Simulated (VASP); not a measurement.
Runs of VASP 6.6.1 on Mg3Te. The structure is that of space group P6/mmm (No. 191), or close to it. The cells are those of the table. 

```csv
task,cell,k mesh,cutoff (eV),gap on the mesh (eV),pressure (GPa),relaxed volume (Å³/atom),largest force (eV/Å)
single point,"a = 4.992, b = 4.992, c = 12.309 Å, angles 90.0, 90.0, 120.0°, 8 atoms",12 × 12 × 4,520,none,0.0,-,0.01
single point,"a = 4.948, b = 4.948, c = 12.404 Å, angles 90.0, 90.0, 120.0°, 8 atoms",6 × 6 × 2,520,none,0.1,-,(b)
relaxation of cell and atoms,"relaxed from a = 4.616, b = 4.616, c = 10.272 Å, angles 90.0, 90.0, 120.0°, 8 atoms",6 × 6 × 2,600,none,0.0,(a),0.04
single point,"a = 4.616, b = 4.616, c = 10.272 Å, angles 90.0, 90.0, 120.0°, 8 atoms",6 × 6 × 2,520,none,17.9,-,4.03
relaxation of cell and atoms,"relaxed from a = 4.948, b = 4.948, c = 12.404 Å, angles 90.0, 90.0, 120.0°, 8 atoms",12 × 12 × 4,600,none,0.0,33.12,-
```

Alike in all rows: level PBE; potentials or basis VASP PAW PBE potentials, release 64 (Mg, Te); no spin polarisation; smearing gaussian 0.1 eV.

Task: Estimate the missing entries.

Result: (a) 33.07; (b) 0.02.

Caveats: spin-orbit coupling is left out, which moves the levels of the heavy elements; the volume moved by over 15 % at a fixed basis, so the end points are rough (some runs); forces of over 1 eV/Å act on the atoms, so gaps and moduli don't describe the material at rest (some runs).

A k mesh can miss the band edges, and the runs leave out spin-orbit coupling on Te.

A gap of «none» marks levels without a gap at the run's occupations.
